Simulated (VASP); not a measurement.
# Ca in VASP: notebook, part 2 of 2

VASP 6.6.1. The steps go on from the part before.

## (3) Single point, PBE

This run uses another cell than the first one, of 43.12 Å³/atom, 1.014 times its volume.

The input, INCAR:

```
SYSTEM = Ca
PREC     = Accurate       ! precision mode
ENCUT    = 520            ! plane-wave cutoff, eV
EDIFF    = 1E-6           ! SCF threshold, eV
ISMEAR   = 0              ! smearing method
SIGMA    = 0.1            ! smearing width, eV
LREAL    = .False.        ! projectors in reciprocal space
LASPH    = .True.         ! aspherical terms in the spheres
NELM     = 100            ! most SCF steps
ALGO     = Normal         ! electronic algorithm
ISIF     = 2              ! what is computed and relaxed
LWAVE    = .False.        ! write WAVECAR
LCHARG   = .False.        ! write CHGCAR
GGA      = PE             ! functional
NBANDS   = 28             ! bands
```

The input, KPOINTS:

```
regular mesh
0
Gamma
  8 8 12
  0 0 0
```

The input, POSCAR:

```
Ca
1.0
    3.1962545333     -6.7864242618      0.0000000000
    3.1962545333      6.7864242618      0.0000000000
    0.0000000000      0.0000000000      3.9753634807
Ca
4
Direct
    0.1330717938      0.8669282062     -0.0000161679
    0.6330717938      0.3669282062      0.5000161679
    0.8669282062      0.1330717938      1.0000161679
    0.3669282062      0.6330717938      0.4999838321
```

Potentials or basis: VASP PAW PBE potentials, release 64 (Ca_sv).

On the command line:

```
cat potpaw_PBE.64/Ca_sv/POTCAR > POTCAR
mpirun -np 1 vasp_std > vasp.out
```

OUTCAR:

```text
SYSTEM = Ca
   PREC = Accurate
   ENCUT = 520
   EDIFF = 1E-6
   ISMEAR = 0
   LREAL = .False.
   LASPH = .True.
   NELM = 100
   ISIF = 2
   GGA = PE

 ion  position               nearest neighbor table
   1  0.133  0.867  1.000-
   2  0.633  0.367  0.500-
   3  0.867  0.133  0.000-
   4  0.367  0.633  0.500-

  LATTYP: Found a base centered orthorhombic cell.
 ALAT       =     6.3925090666
 B/A-ratio  =     2.1232427490
 C/A-ratio  =     0.6218784267

  Lattice vectors:

 A1 = (   3.1962545333,  -6.7864242618,   0.0000000000)
 A2 = (   3.1962545333,   6.7864242618,   0.0000000000)
 A3 = (   0.0000000000,   0.0000000000,   3.9753634807)

Analysis of symmetry for initial positions (statically):
=====================================================================
 Subroutine PRICEL returns:
 Original cell was already a primitive cell.

 Routine SETGRP: Setting up the symmetry group for a
 base centered orthorhombic supercell.

 Subroutine GETGRP returns: Found  8 space group operations
 (whereof  4 operations were pure point group operations)
 out of a pool of  8 trial point group operations.

The static configuration has the point symmetry C_2h.
 The point group associated with its full space group is D_2h.

Analysis of symmetry for dynamics (positions and initial velocities):
=====================================================================
 Subroutine PRICEL returns:
 Original cell was already a primitive cell.

 Routine SETGRP: Setting up the symmetry group for a
 base centered orthorhombic supercell.

 Subroutine GETGRP returns: Found  8 space group operations
 (whereof  4 operations were pure point group operations)
 out of a pool of  8 trial point group operations.

The dynamic configuration has the point symmetry C_2h.
 The point group associated with its full space group is D_2h.

[... 112 lines left out ...]
   PSTRESS=    0.0 pullay stress
   NELECT =      40.0000    total number of electrons
   NUPDOWN=      -1.0000    fix difference up-down
   EMIN   =  10.00;   EMAX   =-10.00  energy-range for DOS
   EFERMI =   0.00;   METHOD = LEGACY
   ISMEAR =     0;   SIGMA  =   0.10  broadening in eV -4-tet -1-fermi 0-gaus
   EFERMI_NEDOS =   21; number of points for ismear=-14 and -15
   IALGO  =     38    algorithm
   IMIX   =      4    mixing-type and parameters
     AMIX     =   0.40;   BMIX     =  1.00
     AMIX_MAG =   1.60;   BMIX_MAG =  1.00
  volume/ion in A,a.u.               =      43.12       290.95
  Fermi-wavevector in a.u.,A,eV,Ry     =   1.005847  1.900774 13.765387  1.011727
  Thomas-Fermi vector in A             =   2.138552
   LORBIT       =      0    0 simple, 1 ext, 2 COOP (PROOUT), +10 PAW based schemes
   GGA     = PE    functional components
   LHFCALC =     F    Hartree Fock is set to
   AEXX    =    0.0000 exact exchange contribution
   IVDW    =     0    specifies the selected vdW correction
   LEPSILON=     F    determine dielectric tensor
   LRPA    =     F    only Hartree local field effects (RPA)
 non-spin polarized calculation
 Gauss-broadening in eV      SIGMA  =   0.10
  energy-cutoff  :      520.00
  volume of cell :      172.46
 maximum number of plane-waves:      4671
   NGX = 27   NGY = 27   NGZ = 15

 number of electron      39.9999996 magnetization

 Free energy of the ion-electron system (eV)
  ---------------------------------------------------
  ext. energy  EPLUGINS =         0.00000000
  ---------------------------------------------------
  free energy    TOTEN  =        -7.21759990 eV

  energy without entropy =       -7.18735885  energy(sigma->0) =       -7.20247937

 E-fermi :   1.8250     XC(G=0):  -7.6570

 val. band max:        1.8234988517   @ k =   0.1250   0.1250   0.4167
 cond. band min:       1.8317906235   @ k =   0.2500   0.1250   0.1667
 fundamental gap:      0.0082917718
 Fermi energy:         1.8250113798

 k-point     1 :       0.0000    0.0000    0.0000
  band No.  band energies     occupation
      1     -40.2495      2.00000
      2     -40.2347      2.00000
      3     -40.2278      2.00000
      4     -40.2268      2.00000
      5     -21.3172      2.00000
      6     -21.3021      2.00000
[... 733 lines left out ...]
     27       3.9616      0.00000
     28       4.0598      0.00000

 [... further k-points ...]
[... 5 lines left out ...]
  --------------------------------------------------------------------------------------
  -------------------------------------------------------------------------------------
  Total        0.0259469      0.0367235     -0.0282871      0.0000000      0.0000000      0.0000000
  in kB        0.2410501      0.3411661     -0.2627908      0.0000000      0.0000000      0.0000000
  external PRESSURE =       0.1064751 kB  Pullay stress =       0.0000000 kB

 VOLUME and BASIS-vectors are now :
 -----------------------------------------------------------------------------
  energy-cutoff  :      520.00
  volume of cell :      172.46
      direct lattice vectors                 reciprocal lattice vectors
     3.196254533 -6.786424262  0.000000000     0.156433098 -0.073676502  0.000000000
     3.196254533  6.786424262  0.000000000     0.156433098  0.073676502  0.000000000
     0.000000000  0.000000000  3.975363481     0.000000000  0.000000000  0.251549325

 POSITION                                       TOTAL-FORCE (eV/Angst)
 -----------------------------------------------------------------------------------
      3.19625      4.98026      3.97530         0.000000      0.004703      0.000086
      3.19625     -1.80616      1.98775         0.000000      0.004703     -0.000086
      3.19625     -4.98026      0.00006         0.000000     -0.004703     -0.000086
      3.19625      1.80616      1.98762         0.000000     -0.004703      0.000086
 -----------------------------------------------------------------------------------
    total drift:                               -0.000000     -0.000000      0.000000

  FREE ENERGIE OF THE ION-ELECTRON SYSTEM (eV)
  ---------------------------------------------------
  free  energy   TOTEN  =        -7.2175998975 eV

  energy  without entropy=       -7.1873588462  energy(sigma->0) =       -7.20247937
```

OSZICAR:

```text
N       E                     dE             d eps       ncg     rms          rms(c)
DAV:   1     0.392317430505E+03    0.39232E+03   -0.19670E+04  8344   0.129E+03
DAV:   2     0.179707645299E+02   -0.37435E+03   -0.37011E+03  8460   0.400E+02
DAV:   3    -0.478293060242E+01   -0.22754E+02   -0.22400E+02 13608   0.703E+01
DAV:   4    -0.719812579299E+01   -0.24152E+01   -0.23963E+01 13064   0.199E+01
DAV:   5    -0.730304367707E+01   -0.10492E+00   -0.10473E+00 12468   0.361E+00    0.457E+00
DAV:   6    -0.722455565410E+01    0.78488E-01   -0.29402E-01 10656   0.248E+00    0.271E+00
DAV:   7    -0.721848031997E+01    0.60753E-02   -0.58176E-02 11272   0.186E+00    0.734E-01
DAV:   8    -0.721758322278E+01    0.89710E-03   -0.73221E-03 10936   0.661E-01    0.909E-02
DAV:   9    -0.721755684006E+01    0.26383E-04   -0.17581E-03 12472   0.246E-01    0.378E-02
DAV:  10    -0.721760471175E+01   -0.47872E-04   -0.26494E-04 11412   0.984E-02    0.183E-02
DAV:  11    -0.721760178063E+01    0.29311E-05   -0.51447E-05 11476   0.327E-02    0.391E-03
DAV:  12    -0.721760041975E+01    0.13609E-05   -0.16988E-06  8768   0.790E-03    0.135E-03
DAV:  13    -0.721759989749E+01    0.52226E-06   -0.22927E-07  6116   0.357E-03
   1 F= -.72175999E+01 E0= -.72024794E+01  d E =-.302411E-01
```

It took 8.9 min on 1 thread of Intel Xeon Platinum 8259CL at 2.50GHz (Skylake/Cascade Lake), shared host; peak memory 0.67 GiB.

What came out:

```yaml
Free_energy: -7.2176 eV
Pressure: 0.0 GPa
Largest_force: 0.005 eV/Å
Band_gap_on_the_k_mesh: zero (band 20 reaches 2.23 eV, above the bottom of band 21 at 1.46 eV)
```

Forces in eV/Å, atoms in the order of the input:
```
Ca   0.000  0.005  0.000
Ca   0.000  0.005  0.000
Ca   0.000 -0.005  0.000
Ca   0.000 -0.005  0.000
```

Levels at points of the mesh, in eV from the Fermi level:
```tsv
k point	band 18	band 19	band 20	band 21	band 22	band 23
(0.00, 0.00, 0.00)	-1.15	-0.40	-0.21	-0.18	-0.09	0.05
(0.50, 0.00, 0.00)	-2.70	-1.19	-1.19	0.63	0.63	1.50
(0.50, 0.50, 0.00)	-2.88	-0.89	-0.19	0.07	0.48	0.69
(0.00, 0.00, 0.50)	-1.50	0.22	0.22	0.65	0.65	0.84
(0.50, 0.00, 0.50)	-0.90	-0.43	-0.43	-0.12	-0.12	0.78
(0.50, 0.50, 0.50)	-0.96	-0.71	-0.71	0.42	0.42	0.81
```
